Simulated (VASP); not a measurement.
Be, 4 atoms in the cell. It takes space group P6_3/mmc (No. 194, hexagonal). Conventional cell: a = 2.259 Å, b = 2.259 Å, c = 7.166 Å, α = 90.00°, β = 90.00°, γ = 120.00°. Within 2.9 Å of Be (site symmetry -3m) lie 12 Be at 2.22 to 2.26 Å. Be (site symmetry -6m2) has 12 Be at 2.22 to 2.26 Å within 2.9 Å. 

| Quantity | Value |
| --- | --- |
| Program | VASP 6.6.1 |
| Task | single point |
| Functional | BLYP |
| Potentials or basis | VASP PAW PBE potentials, release 64 (Be) |
| Cutoff | 520 eV |
| k mesh | 21 × 21 × 6 |
| Occupations | fermi-dirac, width 0.1 eV |
| Spin | no spin polarisation |
| Dipole correction | no |
| Further INCAR settings | ALGO = Normal; EDIFF = 1e-07; NBANDS = 12 |

Potentials or basis: VASP PAW PBE potentials, release 64 (Be).

Launch:

```sh
$ cat potpaw_PBE.64/Be/POTCAR > POTCAR
$ mpirun -np 1 vasp_std > vasp.out
```

Hardware: 1 thread of AMD EPYC 9R45 96-Core Processor (Zen 5) (shared host).

Task: How long does it take, and how much memory?

Result: Wall time 36 s on 1 thread of AMD EPYC 9R45 96-Core Processor (Zen 5), with other jobs on the host, peak memory 0.15 GiB. Counts: scf iterations 13, k points 192.
